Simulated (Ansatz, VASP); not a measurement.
# BaHgI4: VASP beside Ansatz

```
CELL_PARAMETERS angstrom
7.78658 0.00000 -0.05598
0.00000 4.72442 0.00000
-0.06719 0.00000 8.28040
ATOMIC_POSITIONS crystal
Ba 0.00000 0.50000 0.50000
Hg 0.00000 0.00000 0.00000
I 0.23891 0.00000 0.30110
I 0.77707 0.50000 0.13489
I 0.22293 0.50000 0.86511
I 0.76109 0.00000 0.69890
```

Change from the starting cell: species swapped into the ZrTiSe4 type (P2/m, No. 10).

Alike in both runs: functional PBE; k mesh 4 × 6 × 4; occupations gaussian, width 0.02 eV; no spin polarisation.

Ansatz relaxed the structure, and its values are those at the end. VASP's run is a single point on that final structure, the one shown.

```csv
,VASP,Ansatz
version,VASP 6.6.1,Ansatz 0.2.0
potentials or method,"VASP PAW PBE potentials, release 64 (Ba_sv, Hg, I), cutoff 520 eV","scalar-relativistic, plane waves, PAW"
valence electrons in the cell,50,98
```

|  | VASP | Ansatz | Ansatz less VASP |
| --- | --- | --- | --- |
| gap on the k mesh at the Fermi level (eV) | 1.27 | 1.29 | +0.014 |
| least direct gap on the mesh (eV) | 1.34 | 1.36 | +0.013 |
| pressure (GPa) | 0.1 | 0.0 | -0.14 |
| rms of the force components (eV/Å) | 0.019 | 0.002 | -0.0175 |

With one functional, cell and mesh, what is left measures potentials, basis and numerics. VASP's potentials hold 50 valence electrons a cell and Ansatz's 98, so a difference there can come from the potentials and not from the codes.

Spin-orbit coupling is off throughout.
